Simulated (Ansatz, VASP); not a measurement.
## LiBr: VASP beside Ansatz

File POSCAR:

```
LiBr
1.0
    0.0000000000      2.7537941566      2.7537941566
    2.7537941566      0.0000000000      2.7537941566
    2.7537941566      2.7537941566      0.0000000000
Li Br
1 1
Direct
    0.5000000000      0.5000000000      0.5000000000
    0.0000000000      0.0000000000      0.0000000000
```

Contents of INCAR.step1:

```
PREC     = Accurate       # precision mode
ENCUT    = 830            # plane-wave cutoff, eV
ISMEAR   = 0              # smearing method
SIGMA    = 0.02           # smearing width, eV
LREAL    = False          # projectors in reciprocal space
LASPH    = True           # aspherical terms in the spheres
NELM     = 120            # most SCF steps
NBANDS   = 12             # bands
GGA      = PE             # functional
ALGO     = Normal         # electronic algorithm
EDIFF    = 1E-5           # SCF threshold, eV
LWAVE    = True           # write WAVECAR
LCHARG   = False          # write CHGCAR
GGA_COMPAT= False
```

INCAR.step2

```
PREC     = Accurate       # precision mode
ENCUT    = 830            # plane-wave cutoff, eV
EDIFF    = 1E-6           # SCF threshold, eV
ISMEAR   = 0              # smearing method
SIGMA    = 0.02           # smearing width, eV
LREAL    = False          # projectors in reciprocal space
LASPH    = True           # aspherical terms in the spheres
NELM     = 120            # most SCF steps
ALGO     = Normal         # electronic algorithm
ISIF     = 2              # what is computed and relaxed
LWAVE    = False          # write WAVECAR
LCHARG   = True           # write CHGCAR
METAGGA  = R2SCAN         # meta-GGA
LMIXTAU  = True         
LELF     = True           # ELF
LVHAR    = True         
NBANDS   = 12             # bands
ISTART   = 1            
GGA_COMPAT= False
```

KPOINTS

```
regular mesh
0
Gamma
  8 8 8
```

Input for Ansatz:

```yaml
crystal:
  lattice:
    - [0.0, 2.7537941566, 2.7537941566]
    - [2.7537941566, 0.0, 2.7537941566]
    - [2.7537941566, 2.7537941566, 0.0]
  atoms:
    - { symbol: Li, position: [0.5, 0.5, 0.5] }
    - { symbol: Br, position: [0.0, 0.0, 0.0] }
basis:
  ecutwfc: 500
kpoints:
  mp_grid: { grid: [8, 8, 8] }
  band_path:
    path:
      - [[0.0, 0.0, 0.0], [0.5, 0.0, 0.5], [0.625, 0.25, 0.625]]
      - [[0.375, 0.375, 0.75], [0.0, 0.0, 0.0], [0.5, 0.5, 0.5], [0.5, 0.25, 0.75], [0.5, 0.0, 0.5]]
    npoints: 14
hamiltonian:
  xc: r2scan
scf:
  occupations: { method: gaussian, width: 0.02 }
  n_extra_bands: 6
output:
  forces: true
  stress: true
  eigenvalues: true
  populations: true
  dos: { projected: true, de: 0.02, nscf_kmesh: { grid: [12, 12, 12] } }
  bader: true
  write_density: true
  write_potential: true
  elf: true
  volumetric_format: npy
```

Alike in both runs: task single point; functional r2SCAN; k mesh 8 × 8 × 8; occupations gaussian, width 0.02 eV; no spin polarisation.

|  | VASP | Ansatz |
| --- | --- | --- |
| version | VASP 6.6.1 | Ansatz 0.2.0 |
| potentials or method | VASP PAW PBE potentials, release 64 (Li_sv, Br), cutoff 830 eV | scalar-relativistic, plane waves, PAW |
| valence electrons in the cell | 10 | 10 |

```tsv
	VASP	Ansatz	Ansatz less VASP
gap on the k mesh at the Fermi level (eV)	5.85	5.80	-0.050
least direct gap on the mesh (eV)	5.85	5.80	-0.050
pressure (GPa)	-0.8	-0.4	+0.39
```

VASP's potentials were made for PBE, not for r2SCAN. The functional is the same, so the differences come from potentials, cutoffs and numerics.
